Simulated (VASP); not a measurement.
# SiGe (P6_3mc) in VASP: further runs

The runs below take SiGe through single point, with r2SCAN.

Program: VASP 6.6.1. These are calculated values, not measurements. Logs are shortened: lines on timing, memory, paths and dates and some standing lists are left out, and cuts for length are marked.

**1. The cell of the first run**

It takes space group P6_3mc (No. 186, hexagonal). Conventional cell: a = 3.982 Å, b = 3.982 Å, c = 6.583 Å, α = 90.00°, β = 90.00°, γ = 120.00°. Si (site symmetry 3m) has 4 Ge at 2.44 to 2.46 Å within 3.2 Å. Ge (site symmetry 3m) has 4 Si at 2.44 to 2.46 Å within 3.2 Å.

**2. Single point, r2SCAN**

The input, POSCAR:

```
SiGe
1.0
    3.9824651959      0.0000000000      0.0000000000
   -1.9912325979      3.4489160293      0.0000000000
    0.0000000000      0.0000000000      6.5827532605
Si Ge
2 2
Direct
    0.6666666667      0.3333333333      0.8746243881
    0.3333333333      0.6666666667      0.3746243881
    0.6666666667      0.3333333333      0.5003746119
    0.3333333333      0.6666666667      0.0003746119
```

The input, INCAR.step1:

```
SYSTEM = SiGe
PREC     = Accurate       ! precision mode
ENCUT    = 520            ! plane-wave cutoff, eV
ISMEAR   = 0              ! smearing method
SIGMA    = 0.02           ! smearing width, eV
LREAL    = .FALSE.        ! projectors in reciprocal space
LASPH    = .TRUE.         ! aspherical terms in the spheres
NELM     = 100            ! most SCF steps
NBANDS   = 26             ! bands
GGA      = PE             ! functional
ALGO     = Normal         ! electronic algorithm
EDIFF    = 1E-4           ! SCF threshold, eV
LWAVE    = .TRUE.         ! write WAVECAR
LCHARG   = .FALSE.        ! write CHGCAR
```

The input, INCAR.step2:

```
SYSTEM = SiGe
PREC     = Accurate       ! precision mode
ENCUT    = 520            ! plane-wave cutoff, eV
EDIFF    = 1E-6           ! SCF threshold, eV
ISMEAR   = 0              ! smearing method
SIGMA    = 0.02           ! smearing width, eV
LREAL    = .FALSE.        ! projectors in reciprocal space
LASPH    = .TRUE.         ! aspherical terms in the spheres
NELM     = 100            ! most SCF steps
ALGO     = Normal         ! electronic algorithm
ISIF     = 2              ! what is computed and relaxed
LWAVE    = .FALSE.        ! write WAVECAR
LCHARG   = .FALSE.        ! write CHGCAR
METAGGA  = R2SCAN         ! meta-GGA
LMIXTAU  = .TRUE.       
NBANDS   = 26             ! bands
ISTART   = 1
```

The input, KPOINTS:

```
Automatic mesh
0
G
  12 12 4
  0 0 0
```

Potentials or basis: VASP PAW PBE potentials, release 64 (Si, Ge_d).

On the command line:

```bash
> cat potpaw_PBE.64/Si/POTCAR potpaw_PBE.64/Ge_d/POTCAR > POTCAR
> cp INCAR.step1 INCAR
> mpirun -np 1 vasp_std > vasp.out
> cp INCAR.step2 INCAR
> mpirun -np 1 vasp_std > vasp.out
```

OUTCAR:

```text
SYSTEM = SiGe
   PREC = Accurate
   ENCUT = 520
   EDIFF = 1E-6
   ISMEAR = 0
   LREAL = .FALSE.
   LASPH = .TRUE.
   NELM = 100
   ISIF = 2
   METAGGA = R2SCAN
   ISTART = 1

 ion  position               nearest neighbor table
   1  0.667  0.333  0.875-   4 2.44   4 2.44   4 2.44   3 2.46
   2  0.333  0.667  0.375-   3 2.44   3 2.44   3 2.44   4 2.46
   3  0.667  0.333  0.500-   2 2.44   2 2.44   2 2.44   1 2.46
   4  0.333  0.667  0.000-   1 2.44   1 2.44   1 2.44   2 2.46

  LATTYP: Found a hexagonal cell.
 ALAT       =     3.9824651959
 C/A-ratio  =     1.6529342848

  Lattice vectors:

 A1 = (   3.9824651959,   0.0000000000,   0.0000000000)
 A2 = (  -1.9912325979,   3.4489160293,   0.0000000000)
 A3 = (   0.0000000000,   0.0000000000,   6.5827532605)

Analysis of symmetry for initial positions (statically):
=====================================================================
 Subroutine PRICEL returns:
 Original cell was already a primitive cell.

 Routine SETGRP: Setting up the symmetry group for a
 hexagonal supercell.

 Subroutine GETGRP returns: Found 12 space group operations
 (whereof  6 operations were pure point group operations)
 out of a pool of 24 trial point group operations.

The static configuration has the point symmetry C_3v.
 The point group associated with its full space group is C_6v.

Analysis of symmetry for dynamics (positions and initial velocities):
=====================================================================
 Subroutine PRICEL returns:
 Original cell was already a primitive cell.

 Routine SETGRP: Setting up the symmetry group for a
 hexagonal supercell.

 Subroutine GETGRP returns: Found 12 space group operations
 (whereof  6 operations were pure point group operations)
 out of a pool of 24 trial point group operations.

The dynamic configuration has the point symmetry C_3v.
 The point group associated with its full space group is C_6v.

 Subroutine INISYM returns: Found 12 space group operations
 (whereof  6 operations are pure point group operations),
 and found     1 'primitive' translations

----------------------------------------------------------------------------------------

                                     Primitive cell

  volume of cell :      90.4154

  direct lattice vectors                    reciprocal lattice vectors
     3.982465196  0.000000000  0.000000000     0.251100751  0.144973086  0.000000000
    -1.991232598  3.448916029  0.000000000     0.000000000  0.289946172  0.000000000
     0.000000000  0.000000000  6.582753260     0.000000000  0.000000000  0.151912120

[... 83 lines left out ...]
   LSORBIT =      F    spin-orbit coupling
   LASPH  =      T    aspherical Exc in radial PAW
   ENCUT  =  520.0 eV  38.22 Ry    6.18 a.u.   7.40  7.40 12.24*2*pi/ulx,y,z
   NELM   =    100;   NELMIN=  2; NELMDL=  0     # of ELM steps
   EDIFF  = 0.1E-05   stopping-criterion for ELM
   LREAL  =      F    real-space projection
[... 7 lines left out ...]
   TEBEG  =    0.0;   TEEND  =   0.0 temperature during run
   PSTRESS=    0.0 pullay stress
   NELECT =      36.0000    total number of electrons
   NUPDOWN=      -1.0000    fix difference up-down
   EMIN   =  10.00;   EMAX   =-10.00  energy-range for DOS
   EFERMI =   0.00;   METHOD = LEGACY
   ISMEAR =     0;   SIGMA  =   0.02  broadening in eV -4-tet -1-fermi 0-gaus
   EFERMI_NEDOS =   21; number of points for ismear=-14 and -15
   IALGO  =     38    algorithm
   IMIX   =      4    mixing-type and parameters
     AMIX     =   0.40;   BMIX     =  1.00
     AMIX_MAG =   1.60;   BMIX_MAG =  1.00
  volume/ion in A,a.u.               =      22.60       152.54
  Fermi-wavevector in a.u.,A,eV,Ry     =   1.204375  2.275938 19.735499  1.450518
  Thomas-Fermi vector in A             =   2.340102
   LORBIT       =      0    0 simple, 1 ext, 2 COOP (PROOUT), +10 PAW based schemes
   METAGGA = R2SCAN    functional components
   LHFCALC =     F    Hartree Fock is set to
   AEXX    =    0.0000 exact exchange contribution
   IVDW    =     0    specifies the selected vdW correction
   LEPSILON=     F    determine dielectric tensor
   LRPA    =     F    only Hartree local field effects (RPA)
 non-spin polarized calculation
 Gauss-broadening in eV      SIGMA  =   0.02
  energy-cutoff  :      520.00
  volume of cell :       90.42
 maximum number of plane-waves:      2472
 NGX is ok and might be reduce to    30
   NGX = 15   NGY = 15   NGZ = 25

 number of electron      36.0000022 magnetization

 Free energy of the ion-electron system (eV)
  ---------------------------------------------------
  ext. energy  EPLUGINS =         0.00000000
  ---------------------------------------------------
  free energy    TOTEN  =       -45.10008829 eV

  energy without entropy =      -45.10008829  energy(sigma->0) =      -45.10008829

 E-fermi :   4.9992     XC(G=0): -10.1009

 val. band max:        4.8712800484   @ k =   0.0000   0.0000   0.0000
 cond. band min:       5.4731723600   @ k =   0.0000   0.0000   0.0000
 fundamental gap:      0.6018923116
 Fermi energy:         4.9991518163

 k-point     1 :       0.0000    0.0000    0.0000
  band No.  band energies     occupation
      1     -20.3008      2.00000
      2     -20.3007      2.00000
      3     -20.2978      2.00000
      4     -20.2978      2.00000
      5     -20.2952      2.00000
      6     -20.2952      2.00000
[... 685 lines left out ...]
     25      12.1690      0.00000
     26      12.3481      0.00000

 [... further k-points ...]

------------------------ aborting loop because EDIFF is reached ----------------------------------------

  FORCE on cell =-STRESS in cart. coord.  units (eV):
  Direction    XX          YY          ZZ          XY          YZ          ZX
  --------------------------------------------------------------------------------------
  -------------------------------------------------------------------------------------
  Total       -2.4829817     -2.4829817     -2.5502928     -0.0000000      0.0000000      0.0000000
  in kB      -43.9989098    -43.9989098    -45.1916757     -0.0000000      0.0000000      0.0000000
  external PRESSURE =     -44.3964984 kB  Pullay stress =       0.0000000 kB

 VOLUME and BASIS-vectors are now :
 -----------------------------------------------------------------------------
  energy-cutoff  :      520.00
  volume of cell :       90.42
      direct lattice vectors                 reciprocal lattice vectors
     3.982465196  0.000000000  0.000000000     0.251100751  0.144973086  0.000000000
    -1.991232598  3.448916029  0.000000000     0.000000000  0.289946172  0.000000000
     0.000000000  0.000000000  6.582753260     0.000000000  0.000000000  0.151912120

 POSITION                                       TOTAL-FORCE (eV/Angst)
 -----------------------------------------------------------------------------------
      1.99123      1.14964      5.75744        -0.000000     -0.000000     -0.002149
     -0.00000      2.29928      2.46606        -0.000000      0.000000     -0.002149
      1.99123      1.14964      3.29384         0.000000     -0.000000      0.002149
     -0.00000      2.29928      0.00247        -0.000000      0.000000      0.002149
 -----------------------------------------------------------------------------------
    total drift:                               -0.000000     -0.000001      0.008282

  FREE ENERGIE OF THE ION-ELECTRON SYSTEM (eV)
  ---------------------------------------------------
  free  energy   TOTEN  =       -45.1000882911 eV

  energy  without entropy=      -45.1000882911  energy(sigma->0) =      -45.10008829
```

OUTCAR.step1:

```text
SYSTEM = SiGe
   PREC = Accurate
   ENCUT = 520
   ISMEAR = 0
   LREAL = .FALSE.
   LASPH = .TRUE.
   NELM = 100
[... 927 lines left out ...]
     -0.00000      2.29928      2.46606         0.000000      0.000000     -0.001267
      1.99123      1.14964      3.29384        -0.000000      0.000000      0.001267
     -0.00000      2.29928      0.00247         0.000000      0.000000      0.001267
 -----------------------------------------------------------------------------------
    total drift:                               -0.000000     -0.000000      0.002205

  FREE ENERGIE OF THE ION-ELECTRON SYSTEM (eV)
  ---------------------------------------------------
  free  energy   TOTEN  =       -19.7145290960 eV

  energy  without entropy=      -19.7145290960  energy(sigma->0) =      -19.71452910
```

Run time: 12 min. Hardware: 1 thread of Intel Xeon 8259CL, shared host; peak memory 0.28 GiB.

What came out:

| Item | Value |
| --- | --- |
| Free energy | -45.1001 eV |
| Pressure | -4.4 GPa |
| Band gap on the k mesh | 0.60 eV |

Forces in eV/Å, atoms in the order of the input:
```
Si   0.000  0.000 -0.002
Si   0.000  0.000 -0.002
Ge   0.000  0.000  0.002
Ge   0.000  0.000  0.002
```

Stress tensor (GPa, compression positive):
```
-4.40  0.00  0.00
 0.00 -4.40  0.00
 0.00  0.00 -4.52
```

Caveat: the cell stands under tension; semilocal functionals underestimate gaps, and a narrow one can read as zero; the PAW data sets were made with another functional, which shifts forces and pressure a little. A k mesh can miss the band edges.

**3. Single point, r2SCAN (biaxial strain in the a-b plane: +1.0 %, then relaxed in part)**

The input, POSCAR:

```
SiGe
1.0
    3.9434214203      0.0000000000      0.0000000000
   -1.9717107102      3.4151031278      0.0000000000
    0.0000000000      0.0000000000      6.4381568674
Si Ge
2 2
Direct
    0.6666666667      0.3333333333      0.8752128676
    0.3333333333      0.6666666667      0.3752128676
    0.6666666667      0.3333333333      0.4997861324
    0.3333333333      0.6666666667     -0.0002138676
```

The input, INCAR.step1:

```
PREC     = Accurate       # precision mode
ENCUT    = 520            # plane-wave cutoff, eV
ISMEAR   = 0              # smearing method
SIGMA    = 0.02           # smearing width, eV
LREAL    = False          # projectors in reciprocal space
LASPH    = True           # aspherical terms in the spheres
NELM     = 80             # most SCF steps
NBANDS   = 26             # bands
GGA      = PE             # functional
ALGO     = Normal         # electronic algorithm
EDIFF    = 1E-4           # SCF threshold, eV
LWAVE    = True           # write WAVECAR
LCHARG   = False          # write CHGCAR
```

The input, INCAR.step2:

```
PREC     = Accurate       # precision mode
ENCUT    = 520            # plane-wave cutoff, eV
EDIFF    = 1E-6           # SCF threshold, eV
ISMEAR   = 0              # smearing method
SIGMA    = 0.02           # smearing width, eV
LREAL    = False          # projectors in reciprocal space
LASPH    = True           # aspherical terms in the spheres
NELM     = 80             # most SCF steps
ALGO     = Normal         # electronic algorithm
ISIF     = 2              # what is computed and relaxed
LWAVE    = False          # write WAVECAR
LCHARG   = False          # write CHGCAR
METAGGA  = R2SCAN         # meta-GGA
LMIXTAU  = True         
NBANDS   = 26             # bands
ISTART   = 1
```

The input, KPOINTS:

```
Automatic mesh
0
Gamma
  12 12 4
```

Potentials or basis: VASP PAW PBE potentials, release 64 (Si, Ge_d).

On the command line:

```bash
> cat potpaw_PBE.64/Si/POTCAR potpaw_PBE.64/Ge_d/POTCAR > POTCAR
> cp INCAR.step1 INCAR
> mpirun -np 1 vasp_std > vasp.out
> cp INCAR.step2 INCAR
> mpirun -np 1 vasp_std > vasp.out
```

OUTCAR:

```text
PREC = Accurate
   ENCUT = 520
   EDIFF = 1E-6
   ISMEAR = 0
   LREAL = False
   LASPH = True
   NELM = 80
   ISIF = 2
   METAGGA = R2SCAN
   ISTART = 1

 ion  position               nearest neighbor table
   1  0.667  0.333  0.875-   4 2.41   4 2.41   4 2.41   3 2.42
   2  0.333  0.667  0.375-   3 2.41   3 2.41   3 2.41   4 2.42
   3  0.667  0.333  0.500-   2 2.41   2 2.41   2 2.41   1 2.42
   4  0.333  0.667  1.000-   1 2.41   1 2.41   1 2.41   2 2.42

  LATTYP: Found a hexagonal cell.
 ALAT       =     3.9434214203
 C/A-ratio  =     1.6326322199

  Lattice vectors:

 A1 = (   3.9434214203,   0.0000000000,   0.0000000000)
 A2 = (  -1.9717107102,   3.4151031278,   0.0000000000)
 A3 = (   0.0000000000,   0.0000000000,   6.4381568674)

Analysis of symmetry for initial positions (statically):
=====================================================================
 Subroutine PRICEL returns:
 Original cell was already a primitive cell.

 Routine SETGRP: Setting up the symmetry group for a
 hexagonal supercell.

 Subroutine GETGRP returns: Found 12 space group operations
[... 170 lines left out ...]
  energy without entropy =      -45.16426903  energy(sigma->0) =      -45.16426903

 E-fermi :   5.3750     XC(G=0): -10.2921

 val. band max:        5.2716309873   @ k =   0.0000   0.0000   0.0000
 cond. band min:       5.8663223787   @ k =   0.0000   0.0000   0.0000
 fundamental gap:      0.5946913913
 Fermi energy:         5.3749793822

 k-point     1 :       0.0000    0.0000    0.0000
  band No.  band energies     occupation
      1     -19.9144      2.00000
      2     -19.9142      2.00000
      3     -19.9111      2.00000
      4     -19.9111      2.00000
      5     -19.9081      2.00000
      6     -19.9081      2.00000
[... 685 lines left out ...]
     25      12.7567      0.00000
     26      12.8595      0.00000

 [... further k-points ...]

------------------------ aborting loop because EDIFF is reached ----------------------------------------

  FORCE on cell =-STRESS in cart. coord.  units (eV):
  Direction    XX          YY          ZZ          XY          YZ          ZX
  --------------------------------------------------------------------------------------
  -------------------------------------------------------------------------------------
  Total       -1.1631178     -1.1631178     -0.0202446      0.0000000      0.0000000      0.0000000
  in kB      -21.4929352    -21.4929352     -0.3740936      0.0000000      0.0000000      0.0000000
  external PRESSURE =     -14.4533213 kB  Pullay stress =       0.0000000 kB

 VOLUME and BASIS-vectors are now :
 -----------------------------------------------------------------------------
  energy-cutoff  :      520.00
  volume of cell :       86.70
      direct lattice vectors                 reciprocal lattice vectors
     3.943421420  0.000000000  0.000000000     0.253586897  0.146408463  0.000000000
    -1.971710710  3.415103128  0.000000000     0.000000000  0.292816926  0.000000000
     0.000000000  0.000000000  6.438156867     0.000000000  0.000000000  0.155323957

 POSITION                                       TOTAL-FORCE (eV/Angst)
 -----------------------------------------------------------------------------------
      1.97171      1.13837      5.63476        -0.000000      0.000000     -0.002442
     -0.00000      2.27674      2.41568         0.000000      0.000000     -0.002442
      1.97171      1.13837      3.21770         0.000000     -0.000000      0.002442
     -0.00000      2.27674      6.43678        -0.000000      0.000000      0.002442
 -----------------------------------------------------------------------------------
    total drift:                               -0.000000     -0.000000      0.015599

  FREE ENERGIE OF THE ION-ELECTRON SYSTEM (eV)
  ---------------------------------------------------
  free  energy   TOTEN  =       -45.1642690260 eV

  energy  without entropy=      -45.1642690260  energy(sigma->0) =      -45.16426903
```

OSZICAR.step1:

```text
N       E                     dE             d eps       ncg     rms          rms(c)
DAV:   1     0.266213057837E+03    0.26621E+03   -0.17664E+04  3412   0.295E+03
DAV:   2     0.236203124340E+02   -0.24259E+03   -0.23365E+03  3004   0.628E+02
DAV:   3    -0.181873317188E+02   -0.41808E+02   -0.41264E+02  3570   0.155E+02
DAV:   4    -0.199338896902E+02   -0.17466E+01   -0.17429E+01  3618   0.349E+01
DAV:   5    -0.199704639211E+02   -0.36574E-01   -0.36566E-01  3534   0.567E+00    0.555E+00
DAV:   6    -0.198067902598E+02    0.16367E+00   -0.82505E-02  3504   0.196E+00    0.332E+00
DAV:   7    -0.197246858115E+02    0.82104E-01   -0.14582E-01  3276   0.230E+00    0.209E-01
DAV:   8    -0.197275283949E+02   -0.28426E-02   -0.14090E-02  3576   0.116E+00    0.102E-01
DAV:   9    -0.197281393487E+02   -0.61095E-03   -0.66420E-04  3110   0.243E-01    0.679E-02
DAV:  10    -0.197283409780E+02   -0.20163E-03   -0.18835E-04  2842   0.764E-02    0.180E-02
DAV:  11    -0.197283643984E+02   -0.23420E-04   -0.36273E-05  2176   0.610E-02
   1 F= -.19728364E+02 E0= -.19728364E+02  d E =-.170741E-20
```

Wall time 5.6 min (1 thread of AMD EPYC 7R43 (Zen 3), shared host); peak memory 0.24 GiB.

Results:

* Free energy: -45.1643 eV
* Pressure: -1.4 GPa
* Band gap on the k mesh: 0.59 eV

Forces in eV/Å, atoms in the order of the input:
```
Si   0.000  0.000 -0.002
Si   0.000  0.000 -0.002
Ge   0.000  0.000  0.002
Ge   0.000  0.000  0.002
```

Caveat: the cell differs from its parent crystal (biaxial strain in the a-b plane: +1.0 %, then relaxed in part); semilocal functionals underestimate gaps, and a narrow one can read as zero; the PAW data sets were made with another functional, which shifts forces and pressure a little. A k mesh can miss the band edges.

**4. Single point, r2SCAN**

This run uses another cell than the first one, of 21.68 Å³/atom.

POSCAR is that of step 3.

The input, INCAR.step1:

```
SYSTEM = SiGe
ALGO = Normal
EDIFF = 1E-4
ENCUT = 520
GGA = PE
ISMEAR = 0
LASPH = .TRUE.
LCHARG = .FALSE.
LREAL = .FALSE.
LWAVE = .TRUE.
NBANDS = 26
NELM = 60
PREC = Accurate
SIGMA = 0.02
```

The input, INCAR.step2:

```
SYSTEM = SiGe
ALGO = Normal
EDIFF = 1E-7
ENCUT = 520
ISIF = 2
ISMEAR = 0
ISTART = 1
LASPH = .TRUE.
LCHARG = .FALSE.
LMIXTAU = .TRUE.
LREAL = .FALSE.
LWAVE = .FALSE.
METAGGA = R2SCAN
NBANDS = 26
NELM = 60
PREC = Accurate
SIGMA = 0.02
```

The input, KPOINTS:

```
k-points
0
G
  12 12 4
  0 0 0
```

On the command line:

```bash
> cat potpaw_PBE.64/Si/POTCAR potpaw_PBE.64/Ge_d/POTCAR > POTCAR
> cp INCAR.step1 INCAR
> mpirun -np 1 vasp_std > vasp.out
> cp INCAR.step2 INCAR
> mpirun -np 1 vasp_std > vasp.out
```

Wall time 8.5 min (1 thread of AMD EPYC 7R43 (Zen 3), shared host); peak memory 0.24 GiB.

It converged, with:

- Free energy: -45.1643 eV
- Pressure: -1.4 GPa
- Band gap on the k mesh: 0.59 eV

Forces on the atoms (eV/Å):
```
Si   0.000  0.000 -0.002
Si   0.000  0.000 -0.002
Ge   0.000  0.000  0.002
Ge   0.000  0.000  0.002
```

Stress tensor (GPa, compression positive):
```
-2.14  0.00  0.00
 0.00 -2.14  0.00
 0.00  0.00 -0.03
```

Levels at points of the mesh, in eV from the valence-band top:
```tsv
k point	band 15	band 16	band 17	band 18	band 19	band 20	band 21	band 22
(0.00, 0.00, 0.00)	-1.68	-0.23	0.00	0.00	0.59	1.88	2.21	2.21
(0.50, 0.00, 0.00)	-4.80	-3.28	-2.99	-1.55	0.64	2.33	3.62	3.64
(0.00, 0.00, 0.50)	-1.02	-1.02	-1.02	-1.02	1.42	1.42	3.32	3.32
(0.50, 0.00, 0.50)	-2.59	-2.59	-2.58	-2.58	0.96	0.96	2.18	2.18
```

Caveat: semilocal functionals underestimate gaps, and a narrow one can read as zero; the PAW data sets were made with another functional, which shifts forces and pressure a little. A k mesh can miss the band edges.
